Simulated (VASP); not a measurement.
Runs of VASP 6.6.1 on Ag. The structure is that of space group Fm-3m (No. 225), or close to it. The cells are those of the table. 

```csv
task,cell,k mesh,cutoff (eV),gap on the mesh (eV),pressure (GPa),relaxed volume (Å³/atom)
single point,"a = 4.100 Å, angles 60.0°, 3 atoms",6 × 6 × 6,520,none,40.1,-
single point,"a = 4.514 Å, angles 60.0°, 3 atoms",6 × 6 × 6,520,none,0.0,-
relaxation of cell and atoms,"relaxed from a = 4.100 Å, angles 60.0°, 3 atoms",6 × 6 × 6,600,none,-0.1,(a)
relaxation of cell and atoms,"relaxed from a = 4.514 Å, angles 60.0°, 3 atoms",12 × 12 × 12,600,none,0.0,21.59
single point,"a = 4.511 Å, angles 60.0°, 3 atoms",12 × 12 × 12,520,none,-0.1,-
```

Alike in all rows: level PBE; potentials or basis VASP PAW PBE potentials, release 64 (Ag); no spin polarisation; smearing gaussian 0.1 eV.

Question: Fill in the values left out.

Answer: (a) 21.72.

Caveats: the volume moved by over 15 % at a fixed basis, so the end points are rough (some runs).

A k mesh can miss the band edges, and the runs leave out spin-orbit coupling on Ag.

A gap of «none» marks levels without a gap at the run's occupations.
